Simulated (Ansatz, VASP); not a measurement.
Two plane-wave programs on Au

```
Au
1.0
     4.50781   -2.09484   -0.50227
     4.50781    2.09484   -0.50227
    -0.60832    0.00000    2.92818
Au
3
Direct
  0.66665 0.66665 0.66662
  0.33335 0.33335 0.33338
  0.00000 0.00000 0.00000
```

Alike in both runs: functional PBE; k mesh 6 × 6 × 6; occupations gaussian, width 0.1 eV; no spin polarisation.

Ansatz relaxed the structure, and its values are those at the end. VASP's run is a single point on that final structure, the one shown.

```csv
,VASP,Ansatz
version,VASP 6.6.1,Ansatz 0.2.0
potentials or method,"VASP PAW PBE potentials, release 64 (Au), cutoff 520 eV","scalar-relativistic, plane waves, PAW"
valence electrons in the cell,33,57
```

|  | VASP | Ansatz | Ansatz less VASP |
| --- | --- | --- | --- |
| gap on the k mesh at the Fermi level (eV) | none | none | - |
| pressure (GPa) | -0.3 | 0.0 | +0.25 |

A gap of «none» marks a metal or a gap that the smearing closes. The functional is the same, so the differences come from potentials, cutoffs and numerics. VASP's potentials hold 33 valence electrons a cell and Ansatz's 57, so a difference there can come from the potentials and not from the codes.

The k mesh is coarse, so the values compare programs but aren't converged. Spin-orbit coupling is off throughout.
